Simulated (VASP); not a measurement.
CoO, 2 atoms in the cell. It takes space group R-3m (No. 166, trigonal). The conventional cell has a = 3.031 Å, b = 3.031 Å, c = 7.368 Å, α = 90.00°, β = 90.00°, γ = 120.00°. Within 2.8 Å of Co (site symmetry -3m) lie 6 O at 2.14 Å. O (site symmetry -3m) has 6 Co at 2.14 Å within 2.8 Å. 

| Item | Value |
| --- | --- |
| Program | VASP 6.6.1 |
| Task | single point |
| Functional | r2SCAN |
| Potentials or basis | VASP PAW PBE potentials, release 64 (Co, O) |
| Cutoff | 520 eV |
| k mesh | 11 × 11 × 11 |
| Occupations | fermi-dirac, width 0.05 eV |
| Spin | collinear spin, ferromagnetic start |
| Starting moments | [2.0, 0.0] μB |
| Dipole correction | no |
| Further INCAR settings | ALGO = Normal; EDIFF = 1e-07; NBANDS = 18 |

Potentials or basis: VASP PAW PBE potentials, release 64 (Co, O).

Launch:

```bash
$ cat potpaw_PBE.64/Co/POTCAR potpaw_PBE.64/O/POTCAR > POTCAR
$ cp INCAR.step1 INCAR
$ mpirun -np 1 vasp_std > vasp.out
$ cp INCAR.step2 INCAR
$ mpirun -np 1 vasp_std > vasp.out
```

Hardware: 1 thread of Intel(R) Xeon(R) Platinum 8259CL CPU @ 2.50GHz (Skylake/Cascade Lake), on a shared host.

Question: Estimate the wall time of this run.

Answer: It took 6.5 min on 1 thread of Intel(R) Xeon(R) Platinum 8259CL CPU @ 2.50GHz (Skylake/Cascade Lake), with other jobs on the host, peak memory 0.21 GiB. Counts: k points 146.
